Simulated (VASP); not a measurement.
# ZrB (Fm-3m) in VASP: settings compared

Aim: see how the results for ZrB move with the level of theory and the settings. Levels: PBE, LDA. Tasks: single point.

All numbers are computed with VASP 6.6.1; they aren't measurements. Logs are shortened: lines on timing, memory, paths and dates and some standing lists are left out, and cuts for length are marked.

## Step 1: The cell of the first run

The structure is cubic, space group Fm-3m (No. 225). Conventional cell: a = 4.650 Å, b = 4.650 Å, c = 4.650 Å, α = 90.00°, β = 90.00°, γ = 90.00°. Within 3.1 Å of Zr (site symmetry m-3m) lie 6 B at 2.33 Å. Within 3.1 Å of B (site symmetry m-3m) lie 6 Zr at 2.33 Å.

## Step 2: Single point, PBE

The input, INCAR:

```
PREC     = Accurate       # precision mode
ENCUT    = 500            # plane-wave cutoff, eV
EDIFF    = 1E-6           # SCF threshold, eV
ISMEAR   = 0              # smearing method
SIGMA    = 0.024          # smearing width, eV
LREAL    = F              # projectors in reciprocal space
LASPH    = T              # aspherical terms in the spheres
NELM     = 120            # most SCF steps
ALGO     = Normal         # electronic algorithm
ISIF     = 2              # what is computed and relaxed
LWAVE    = F              # write WAVECAR
LCHARG   = F              # write CHGCAR
GGA      = PE             # functional
NBANDS   = 14             # bands
GGA_COMPAT= F
```

The input, KPOINTS:

```
Automatic mesh
0
Gamma
  10 10 10
```

The input, POSCAR:

```
ZrB
1.0
    0.0000000000      2.3250000000      2.3250000000
    2.3250000000      0.0000000000      2.3250000000
    2.3250000000      2.3250000000      0.0000000000
Zr B
1 1
Direct
    0.0000000000      0.0000000000      0.0000000000
    0.5000000000      0.5000000000      0.5000000000
```

Potentials or basis: VASP PAW PBE potentials, release 64 (Zr_sv, B).

On the command line:

```
> cat potpaw_PBE.64/Zr_sv/POTCAR potpaw_PBE.64/B/POTCAR > POTCAR
> mpirun -np 1 vasp_std > vasp.out
```

OUTCAR:

```text
PREC = Accurate
   ENCUT = 500
   EDIFF = 1E-6
   ISMEAR = 0
   LREAL = F
   LASPH = T
   NELM = 120
   ISIF = 2
   GGA = PE

 ion  position               nearest neighbor table
   1  0.000  0.000  0.000-   2 2.33   2 2.33   2 2.33   2 2.33   2 2.33   2 2.33
   2  0.500  0.500  0.500-   1 2.33   1 2.33   1 2.33   1 2.33   1 2.33   1 2.33

  LATTYP: Found a face centered cubic cell.
 ALAT       =     4.6500000000

  Lattice vectors:

 A1 = (   0.0000000000,   2.3250000000,   2.3250000000)
 A2 = (   2.3250000000,   0.0000000000,   2.3250000000)
 A3 = (   2.3250000000,   2.3250000000,   0.0000000000)

Analysis of symmetry for initial positions (statically):
=====================================================================
 Subroutine PRICEL returns:
 Original cell was already a primitive cell.

 Routine SETGRP: Setting up the symmetry group for a
 face centered cubic supercell.

 Subroutine GETGRP returns: Found 48 space group operations
 (whereof 48 operations were pure point group operations)
 out of a pool of 48 trial point group operations.

The static configuration has the point symmetry O_h .

Analysis of symmetry for dynamics (positions and initial velocities):
=====================================================================
 Subroutine PRICEL returns:
 Original cell was already a primitive cell.

 Routine SETGRP: Setting up the symmetry group for a
 face centered cubic supercell.

 Subroutine GETGRP returns: Found 48 space group operations
 (whereof 48 operations were pure point group operations)
 out of a pool of 48 trial point group operations.

The dynamic configuration has the point symmetry O_h .

 Subroutine INISYM returns: Found 48 space group operations
 (whereof 48 operations are pure point group operations),
 and found     1 'primitive' translations

----------------------------------------------------------------------------------------

                                     Primitive cell

  volume of cell :      25.1362

  direct lattice vectors                    reciprocal lattice vectors
     0.000000000  2.325000000  2.325000000    -0.215053763  0.215053763  0.215053763
     2.325000000  0.000000000  2.325000000     0.215053763 -0.215053763  0.215053763
     2.325000000  2.325000000  0.000000000     0.215053763  0.215053763 -0.215053763

  length of vectors
     3.288046533  3.288046533  3.288046533     0.372484045  0.372484045  0.372484045

  position of ions in fractional coordinates (direct lattice)
     0.000000000  0.000000000  0.000000000
     0.500000000  0.500000000  0.500000000

  ion indices of the primitive-cell ions
   primitive index   ion index
[... 87 lines left out ...]
   EMIN   =  10.00;   EMAX   =-10.00  energy-range for DOS
   EFERMI =   0.00;   METHOD = LEGACY
   ISMEAR =     0;   SIGMA  =   0.02  broadening in eV -4-tet -1-fermi 0-gaus
   EFERMI_NEDOS =   21; number of points for ismear=-14 and -15
   IALGO  =     38    algorithm
   IMIX   =      4    mixing-type and parameters
     AMIX     =   0.40;   BMIX     =  1.00
     AMIX_MAG =   1.60;   BMIX_MAG =  1.00
  volume/ion in A,a.u.               =      12.57        84.81
  Fermi-wavevector in a.u.,A,eV,Ry     =   1.378285  2.604581 25.846565  1.899669
  Thomas-Fermi vector in A             =   2.503360
   LORBIT       =      0    0 simple, 1 ext, 2 COOP (PROOUT), +10 PAW based schemes
   GGA     = PE    functional components
   LHFCALC =     F    Hartree Fock is set to
   AEXX    =    0.0000 exact exchange contribution
   IVDW    =     0    specifies the selected vdW correction
   LEPSILON=     F    determine dielectric tensor
   LRPA    =     F    only Hartree local field effects (RPA)
 non-spin polarized calculation
 Gauss-broadening in eV      SIGMA  =   0.02
  energy-cutoff  :      500.00
  volume of cell :       25.14
 maximum number of plane-waves:       648
   NGX = 11   NGY = 11   NGZ = 11

 number of electron      15.0000000 magnetization

 Free energy of the ion-electron system (eV)
  ---------------------------------------------------
  ext. energy  EPLUGINS =         0.00000000
  ---------------------------------------------------
  free energy    TOTEN  =       -15.58192762 eV

  energy without entropy =      -15.58149509  energy(sigma->0) =      -15.58171136

 E-fermi :   9.0090     XC(G=0): -12.2232

 val. band max:        8.9660656263   @ k =   0.3000   0.2000   0.1000
 cond. band min:       9.0251926796   @ k =   0.5000   0.3000   0.1000
 fundamental gap:      0.0591270532
 Fermi energy:         9.0090459767

 k-point     1 :       0.0000    0.0000    0.0000
  band No.  band energies     occupation
      1     -37.7520      2.00000
      2     -15.4926      2.00000
      3     -15.4926      2.00000
      4     -15.4926      2.00000
      5       0.6802      2.00000
      6      10.9456      0.00000
      7      10.9456      0.00000
      8      10.9456      0.00000
      9      12.7221      0.00000
     10      12.7221      0.00000
     11      12.8183      0.00000
     12      12.8183      0.00000
     13      12.8183      0.00000
     14      20.1660      0.00000
[... 377 lines left out ...]
      1     -37.6231      2.00000
      2     -16.1970      2.00000
      3     -15.7757      2.00000
      4     -15.7453      2.00000
      5       2.8908      2.00000
      6       7.3569      2.00000
      7       8.2676      2.00000
      8      10.3804      0.00000
      9      11.1975      0.00000
     10      14.6526      0.00000
     11      16.2532      0.00000
     12      16.4990      0.00000
     13      20.6762      0.00000
     14      23.2733      0.00000

 [... further k-points ...]

------------------------ aborting loop because EDIFF is reached ----------------------------------------

  FORCE on cell =-STRESS in cart. coord.  units (eV):
  Direction    XX          YY          ZZ          XY          YZ          ZX
  --------------------------------------------------------------------------------------
  -------------------------------------------------------------------------------------
  Total        5.4352868      5.4352868      5.4352868      0.0000000     -0.0000000      0.0000000
  in kB      346.4449071    346.4449071    346.4449071      0.0000000     -0.0000000      0.0000000
  external PRESSURE =     346.4449071 kB  Pullay stress =       0.0000000 kB

 VOLUME and BASIS-vectors are now :
 -----------------------------------------------------------------------------
  energy-cutoff  :      500.00
  volume of cell :       25.14
      direct lattice vectors                 reciprocal lattice vectors
     0.000000000  2.325000000  2.325000000    -0.215053763  0.215053763  0.215053763
     2.325000000  0.000000000  2.325000000     0.215053763 -0.215053763  0.215053763
     2.325000000  2.325000000  0.000000000     0.215053763  0.215053763 -0.215053763

 POSITION                                       TOTAL-FORCE (eV/Angst)
 -----------------------------------------------------------------------------------
      0.00000      0.00000      0.00000         0.000000      0.000000     -0.000000
      2.32500      2.32500      2.32500        -0.000000     -0.000000      0.000000
 -----------------------------------------------------------------------------------
    total drift:                                0.000000     -0.000000     -0.000000

  FREE ENERGIE OF THE ION-ELECTRON SYSTEM (eV)
  ---------------------------------------------------
  free  energy   TOTEN  =       -15.5819276228 eV

  energy  without entropy=      -15.5814950876  energy(sigma->0) =      -15.58171136
```

OSZICAR:

```text
N       E                     dE             d eps       ncg     rms          rms(c)
DAV:   1     0.951383135769E+02    0.95138E+02   -0.77596E+03  1316   0.101E+03
DAV:   2    -0.136029742464E+02   -0.10874E+03   -0.10292E+03  1610   0.282E+02
DAV:   3    -0.172610636360E+02   -0.36581E+01   -0.36137E+01  1896   0.444E+01
DAV:   4    -0.173263580021E+02   -0.65294E-01   -0.65279E-01  1640   0.556E+00
DAV:   5    -0.173285784146E+02   -0.22204E-02   -0.22204E-02  1958   0.672E-01    0.234E+01
DAV:   6    -0.155859262619E+02    0.17427E+01   -0.24343E+00  1540   0.142E+01    0.890E+00
DAV:   7    -0.155774724426E+02    0.84538E-02   -0.30361E-01  1882   0.384E+00    0.370E+00
DAV:   8    -0.155823876925E+02   -0.49152E-02   -0.30208E-02  1604   0.158E+00    0.431E-01
DAV:   9    -0.155818418806E+02    0.54581E-03   -0.23375E-03  1496   0.316E-01    0.149E-01
DAV:  10    -0.155819317742E+02   -0.89894E-04   -0.30921E-04  1514   0.203E-01    0.257E-02
DAV:  11    -0.155819295632E+02    0.22111E-05   -0.10810E-05  1692   0.295E-02    0.372E-03
DAV:  12    -0.155819276044E+02    0.19587E-05   -0.57432E-07   940   0.840E-03    0.252E-03
DAV:  13    -0.155819276228E+02   -0.18319E-07   -0.71458E-08   772   0.278E-03
   1 F= -.15581928E+02 E0= -.15581711E+02  d E =-.432535E-03
```

stdout:

```text
POSCAR found type information on POSCAR ZrB
 POSCAR found :  2 types and       2 ions
 scaLAPACK will be used
 LDA part: xc-table for (Slater+PW92), standard interpolation
 POSCAR, INCAR and KPOINTS ok, starting setup
 FFT: planning ... GRIDC
 FFT: planning ... GRID_SOFT
 FFT: planning ... GRID
 WAVECAR not read
 entering main loop
```

Wall time 13 s (1 thread of Intel Xeon Platinum 8259CL at 2.50GHz (Skylake/Cascade Lake), shared host); peak memory 0.14 GiB.

What came out:

```
Free energy : -15.5819 eV
Pressure    : 34.6 GPa
```

Levels at points of the mesh, in eV from the Fermi level:
| k point | band 6 | band 7 | band 8 | band 9 | band 10 | band 11 |
| --- | --- | --- | --- | --- | --- | --- |
| (0.00, 0.00, 0.00) | 1.94 | 1.94 | 1.94 | 3.71 | 3.71 | 3.81 |
| (0.50, 0.00, 0.00) | -3.61 | -1.41 | -1.41 | 5.79 | 5.79 | 7.38 |
| (0.50, 0.50, 0.00) | -1.11 | -0.30 | 2.54 | 2.54 | 5.49 | 6.95 |

## Step 3: Single point, LDA

This run uses another cell than the first one, of 11.81 Å³/atom, 0.940 times its volume.

The input, INCAR:

```
SYSTEM = ZrB
PREC     = Accurate       ! precision mode
ENCUT    = 520            ! plane-wave cutoff, eV
EDIFF    = 1E-6           ! SCF threshold, eV
ISMEAR   = -1             ! smearing method
SIGMA    = 0.05           ! smearing width, eV
LREAL    = .False.        ! projectors in reciprocal space
LASPH    = .True.         ! aspherical terms in the spheres
NELM     = 60             ! most SCF steps
ALGO     = Normal         ! electronic algorithm
ISIF     = 2              ! what is computed and relaxed
LWAVE    = .False.        ! write WAVECAR
LCHARG   = .False.        ! write CHGCAR
NBANDS   = 14             ! bands
```

The input, KPOINTS:

```
regular mesh
0
Gamma
  10 10 10
  0 0 0
```

The input, POSCAR:

```
ZrB
1.0
    0.0000000000      2.2775377028      2.2775377028
    2.2775377028      0.0000000000      2.2775377028
    2.2775377028      2.2775377028      0.0000000000
Zr B
1 1
Direct
    0.0000000000      0.0000000000      0.0000000000
    0.5000000000      0.5000000000      0.5000000000
```

Potentials or basis: VASP PAW LDA potentials, release 64 (Zr_sv, B).

On the command line:

```
> cat potpaw_LDA.64/Zr_sv/POTCAR potpaw_LDA.64/B/POTCAR > POTCAR
> mpirun -np 1 vasp_std > vasp.out
```

It took 9.3 s on 1 thread of Intel Xeon 8259CL, shared host; peak memory 0.14 GiB.

Results (log left out):

| Item | Value |
| --- | --- |
| Free energy | -16.9724 eV |
| Pressure | 43.9 GPa |

Levels at points of the mesh, in eV from the Fermi level:
```csv
k point,band 6,band 7,band 8,band 9,band 10,band 11
"(0.00, 0.00, 0.00)",1.94,1.94,1.94,3.92,3.92,3.95
"(0.50, 0.00, 0.00)",-3.12,-1.54,-1.54,6.12,6.12,7.86
"(0.50, 0.50, 0.00)",-1.31,0.04,2.79,2.79,5.86,7.40
```
